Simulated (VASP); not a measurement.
# Si6Ni in VASP: single point with PBEsol

Aim: the single point of Si6Ni with PBEsol.

Program: VASP 6.6.1. These are calculated values, not measurements. Logs are shortened: lines on timing, memory, paths and dates and some standing lists are left out, and cuts for length are marked.

## (1) The cell of the first run

The cell holds a slab with vacuum, 7 atoms: a = 3.842 Å, b = 3.842 Å, c = 26.058 Å, α = 90.00°, β = 90.00°, γ = 120.00°.

## (2) Single point, PBEsol, collinear spin, ferromagnetic start

Contents of INCAR:

```
SYSTEM = Si6Ni
PREC = Accurate
ENCUT = 520
EDIFF = 1E-7
ISMEAR = 0
SIGMA = 0.05
LREAL = .False.
LASPH = .True.
NELM = 150
ALGO = Normal
ISIF = 2
LWAVE = .False.
LCHARG = .False.
ISPIN = 2
MAGMOM = 0 0 0 0 0 0 2
LORBIT = 11
LMAXMIX = 4
LDIPOL = .True.
IDIPOL = 3
DIPOL = 0.5 0.5 0.490
GGA = PS
NBANDS = 30
```

Contents of KPOINTS:

```
regular mesh
0
Gamma
  9 9 1
  0 0 0
```

Contents of POSCAR:

```
Si6Ni
1.0
    3.8417168286      0.0000000000      0.0000000000
   -1.9208584143      3.3270243677      0.0000000000
    0.0000000000      0.0000000000     26.0576844747
Si Ni
6 1
Direct
    0.3333333333      0.6666666666      0.3261993601
    0.0000000000      0.0000000000      0.3562936366
    0.0000000000      0.0000000000      0.4465764664
    0.6664686344      0.3332343172      0.4761709633
    0.7125765477      0.3562882739      0.5647330551
    0.3483564975      0.6741782488      0.6159338224
   -0.3335826670      0.3332086665      0.6449921058
```

Potentials or basis: VASP PAW PBE potentials, release 64 (Si, Ni).

On the command line:

```console
cat potpaw_PBE.64/Si/POTCAR potpaw_PBE.64/Ni/POTCAR > POTCAR
mpirun -np 1 vasp_std > vasp.out
```

OUTCAR:

```text
SYSTEM = Si6Ni
   PREC = Accurate
   ENCUT = 520
   EDIFF = 1E-7
   ISMEAR = 0
   LREAL = .False.
   LASPH = .True.
   NELM = 150
   ISIF = 2
   ISPIN = 2
   LORBIT = 11
   GGA = PS

 ion  position               nearest neighbor table
   1  0.333  0.667  0.326-   2 2.35   2 2.35   2 2.35
   2  0.000  0.000  0.356-   1 2.35   1 2.35   1 2.35   3 2.35
   3  0.000  0.000  0.447-   4 2.35   4 2.35   4 2.35   2 2.35
   4  0.666  0.333  0.476-   5 2.31   3 2.35   3 2.35   3 2.35
   5  0.713  0.356  0.565-   7 2.10   4 2.31   6 2.50   6 2.63   6 2.63
   6  0.348  0.674  0.616-   7 2.32   7 2.32   7 2.39   5 2.50   5 2.63   5 2.63
   7  0.666  0.333  0.645-   5 2.10   6 2.32   6 2.32   6 2.39

  LATTYP: Found a hexagonal cell.
 ALAT       =     3.8417168286
 C/A-ratio  =     6.7828227944

  Lattice vectors:

 A1 = (   3.8417168286,   0.0000000000,   0.0000000000)
 A2 = (  -1.9208584143,   3.3270243677,   0.0000000000)
 A3 = (   0.0000000000,   0.0000000000,  26.0576844747)

Analysis of symmetry for initial positions (statically):
=====================================================================
 Subroutine PRICEL returns:
 Original cell was already a primitive cell.

 Routine SETGRP: Setting up the symmetry group for a
 hexagonal supercell.

 Subroutine GETGRP returns: Found  2 space group operations
 (whereof  2 operations were pure point group operations)
 out of a pool of 24 trial point group operations.

The static configuration has the point symmetry C_1h.

Analysis of symmetry for dynamics (positions and initial velocities):
=====================================================================
 Subroutine PRICEL returns:
 Original cell was already a primitive cell.

 Routine SETGRP: Setting up the symmetry group for a
 hexagonal supercell.

 Subroutine GETGRP returns: Found  2 space group operations
 (whereof  2 operations were pure point group operations)
 out of a pool of 24 trial point group operations.

The dynamic configuration has the point symmetry C_1h.

Analysis of structural, dynamic, and magnetic symmetry:
=====================================================================
 Subroutine PRICEL returns:
 Original cell was already a primitive cell.

 Routine SETGRP: Setting up the symmetry group for a
 hexagonal supercell.

 Subroutine GETGRP returns: Found  2 space group operations
 (whereof  2 operations were pure point group operations)
 out of a pool of 24 trial point group operations.

The overall configuration has the point symmetry C_1h.

 Subroutine INISYM returns: Found  2 space group operations
 (whereof  2 operations are pure point group operations),
 and found     1 'primitive' translations

----------------------------------------------------------------------------------------

                                     Primitive cell

  volume of cell :     333.0559

  direct lattice vectors                    reciprocal lattice vectors
     3.841716829  0.000000000  0.000000000     0.260300289  0.150284442  0.000000000
    -1.920858414  3.327024368  0.000000000     0.000000000  0.300568884  0.000000000
     0.000000000  0.000000000 26.057684475     0.000000000  0.000000000  0.038376395

  length of vectors
     3.841716829  3.841716829 26.057684475     0.300568884  0.300568884  0.038376395

  position of ions in fractional coordinates (direct lattice)
     0.333333333  0.666666667  0.326199360
     0.000000000  0.000000000  0.356293637
     0.000000000  0.000000000  0.446576466
     0.666468634  0.333234317  0.476170963
     0.712576548  0.356288274  0.564733055
     0.348356497  0.674178249  0.615933822
     0.666417333  0.333208666  0.644992106

  ion indices of the primitive-cell ions
   primitive index   ion index
                 1           1
                 2           2
                 3           3
                 4           4
                 5           5
                 6           6
                 7           7

[... 55 lines left out ...]
   dimension x,y,z NGX =    30 NGY =   30 NGZ =  196
   dimension x,y,z NGXF=    60 NGYF=   60 NGZF=  392
   ions per type =               6   1
   NGX,Y,Z   is equivalent  to a cutoff of  12.98, 12.98, 12.50 a.u.
   NGXF,Y,Z  is equivalent  to a cutoff of  25.96, 25.96, 25.01 a.u.
 SYSTEM =  Si6Ni
   PREC   = accura    normal or accurate (medium, high low for compatibility)
   ISTART =      0    job   : 0-new  1-cont  2-samecut
   ICHARG =      2    charge: 1-file 2-atom 10-const
   ISPIN  =      2    spin polarized calculation?
   LNONCOLLINEAR =      F non collinear calculations
   LSORBIT =      F    spin-orbit coupling
   LASPH  =      T    aspherical Exc in radial PAW
   ENCUT  =  520.0 eV  38.22 Ry    6.18 a.u.   7.14  7.14 48.45*2*pi/ulx,y,z
   NELM   =    150;   NELMIN=  2; NELMDL= -5     # of ELM steps
   EDIFF  = 0.1E-06   stopping-criterion for ELM
   LREAL  =      F    real-space projection
   EDIFFG = 0.1E-05   stopping-criterion for IOM
   NSW    =      0    number of steps for IOM
   IBRION =     -1    ionic relax: 0-MD 1-quasi-New 2-CG
   NFREE  =      0    steps in history (QN), initial steepest desc. (CG)
   ISIF   =      2    stress and relaxation
   ISYM   =      2    0-nonsym 1-usesym 2-fastsym
   POTIM  = 0.5000    time-step for ionic-motion
   TEBEG  =    0.0;   TEEND  =   0.0 temperature during run
   PSTRESS=    0.0 pullay stress
   NELECT =      34.0000    total number of electrons
   NUPDOWN=      -1.0000    fix difference up-down
   EMIN   =  10.00;   EMAX   =-10.00  energy-range for DOS
   EFERMI =   0.00;   METHOD = LEGACY
   ISMEAR =     0;   SIGMA  =   0.05  broadening in eV -4-tet -1-fermi 0-gaus
   EFERMI_NEDOS =   21; number of points for ismear=-14 and -15
   IALGO  =     38    algorithm
   IMIX   =      4    mixing-type and parameters
     AMIX     =   0.40;   BMIX     =  1.00
     AMIX_MAG =   1.60;   BMIX_MAG =  1.00
  volume/ion in A,a.u.               =      47.58       321.08
  Fermi-wavevector in a.u.,A,eV,Ry     =   0.765119  1.445864  7.964938  0.585406
  Thomas-Fermi vector in A             =   1.865169
   LORBIT       =     11    0 simple, 1 ext, 2 COOP (PROOUT), +10 PAW based schemes
   GGA     = PS    functional components
   LHFCALC =     F    Hartree Fock is set to
   AEXX    =    0.0000 exact exchange contribution
   IVDW    =     0    specifies the selected vdW correction
   LEPSILON=     F    determine dielectric tensor
   LRPA    =     F    only Hartree local field effects (RPA)
 spin polarized calculation
 Gauss-broadening in eV      SIGMA  =   0.05
  energy-cutoff  :      520.00
  volume of cell :      333.06
 maximum number of plane-waves:      9045
 NGX is ok and might be reduce to    30
   NGX = 15   NGY = 15   NGZ = 97

 dipolmoment           0.000000      0.000000      0.069583 electrons x Angstroem

 number of electron      33.9999989 magnetization      -0.0002224

 number of electron      33.9999989 magnetization       0.0002337

 dipolmoment           0.000000      0.000000     -0.019193 electrons x Angstroem

 Free energy of the ion-electron system (eV)
  ---------------------------------------------------
  ext. energy  EPLUGINS =         0.00000000
  ---------------------------------------------------
  free energy    TOTEN  =       -37.62908407 eV

  energy without entropy =      -37.62433700  energy(sigma->0) =      -37.62671053

 E-fermi :  -0.4114     XC(G=0):  -4.5090

 val. band max:       -0.4114050842   @ k =   0.1111   0.0000   0.0000
 cond. band min:      -0.4112756412   @ k =   0.1111   0.0000   0.0000
 fundamental gap:      0.0001294430
 Fermi energy:        -0.4113962033

 spin component 1

 k-point     1 :       0.0000    0.0000    0.0000
  band No.  band energies     occupation
      1     -12.1745      1.00000
      2     -11.2973      1.00000
      3     -10.5426      1.00000
      4      -7.1666      1.00000
      5      -5.1814      1.00000
      6      -3.4825      1.00000
[... 757 lines left out ...]
     28       5.6241      0.00000
     29       5.8928      0.00000

 [... further k-points ...]

 spin component 2

 k-point     1 :       0.0000    0.0000    0.0000
  band No.  band energies     occupation
      1     -12.1745      1.00000
      2     -11.2973      1.00000
      3     -10.5425      1.00000
      4      -7.1666      1.00000
      5      -5.1814      1.00000
      6      -3.4824      1.00000
[... 757 lines left out ...]
     28       5.6241      0.00000
     29       5.8928      0.00000

 [... further k-points ...]

 [bands above 29 left out]

------------------------ aborting loop because EDIFF is reached ----------------------------------------

 vacuum level on the upper side and lower side of the slab       (xc-potential included)        -0.132         0.140

  FORCE on cell =-STRESS in cart. coord.  units (eV):
  Direction    XX          YY          ZZ          XY          YZ          ZX
  --------------------------------------------------------------------------------------
  -------------------------------------------------------------------------------------
  Total       -4.0318450     -4.0928589     -0.3171278      0.0528396      0.0092714      0.0160582
  in kB      -19.3953339    -19.6888432     -1.5255546      0.2541866      0.0446003      0.0772487
  external PRESSURE =     -13.5365773 kB  Pullay stress =       0.0000000 kB

 VOLUME and BASIS-vectors are now :
 -----------------------------------------------------------------------------
  energy-cutoff  :      520.00
  volume of cell :      333.06
      direct lattice vectors                 reciprocal lattice vectors
     3.841716829  0.000000000  0.000000000     0.260300289  0.150284442  0.000000000
    -1.920858414  3.327024368  0.000000000     0.000000000  0.300568884  0.000000000
     0.000000000  0.000000000 26.057684475     0.000000000  0.000000000  0.038376395

 POSITION                                       TOTAL-FORCE (eV/Angst)
 -----------------------------------------------------------------------------------
     -0.00000      2.21802      8.50000         0.006889      0.003977      0.674782
      0.00000      0.00000      9.28419        -0.004354     -0.002514     -0.731717
      0.00000      0.00000     11.63675         0.003358      0.001938      0.121871
      1.92029      1.10868     12.40791        -0.012527     -0.007233     -0.055183
      2.05314      1.18538     14.71564        -0.001138     -0.000657     -0.068444
      0.04329      2.24301     16.04981        -0.000133     -0.000077     -0.047061
      1.92014      1.10859     16.80700         0.007905      0.004564      0.105752
 -----------------------------------------------------------------------------------
    total drift:                               -0.000064     -0.000036     -0.001442

  FREE ENERGIE OF THE ION-ELECTRON SYSTEM (eV)
  ---------------------------------------------------
  free  energy   TOTEN  =       -37.6290840665 eV

  energy  without entropy=      -37.6243370010  energy(sigma->0) =      -37.62671053

 vacuum level on the upper side and lower side of the slab         4.086         4.357

 total charge

# of ion       s       p       d       tot
------------------------------------------
    1        0.804   0.843   0.000   1.647
    2        0.756   0.917   0.000   1.673
    3        0.770   0.902   0.000   1.672
    4        0.762   0.928   0.000   1.690
    5        0.784   0.826   0.000   1.610
    6        0.775   0.813   0.000   1.589
    7        0.467   0.395   8.525   9.387
--------------------------------------------------
tot          5.118   5.623   8.525  19.266

 magnetization (x)

# of ion       s       p       d       tot
------------------------------------------
    1        0.000   0.000   0.000   0.000
    2        0.000   0.000   0.000   0.000
    3        0.000   0.000   0.000   0.000
    4       -0.000   0.000   0.000   0.000
    5        0.000  -0.000   0.000  -0.000
    6        0.000   0.000   0.000   0.000
    7       -0.000  -0.000  -0.000  -0.000
--------------------------------------------------
tot          0.000   0.000  -0.000   0.000
```

Run time: 25 min. Hardware: 1 thread of Intel Xeon Platinum 8488C (Sapphire Rapids), shared host; peak memory 0.77 GiB.

Results:

| Item | Value |
| --- | --- |
| Free energy | -37.6291 eV |
| Largest force | 0.732 eV/Å |
| Band gap on the k mesh | zero (filled and empty bands overlap) |
| Net moment | 0.00 μB per cell |
| Valence electrons inside the program's atomic spheres | Si 1.65, 1.67, 1.69, 1.61, 1.59 (each value once); Ni 9.39 |

Forces on the atoms (eV/Å):
```
Si   0.007  0.004  0.675
Si  -0.004 -0.003 -0.732
Si   0.003  0.002  0.122
Si  -0.013 -0.007 -0.055
Si  -0.001 -0.001 -0.068
Si   0.000  0.000 -0.047
Ni   0.008  0.005  0.106
```

Caveat: the moments typed at the start vanished in this run; the PAW data sets were made with another functional, which shifts forces and pressure a little.
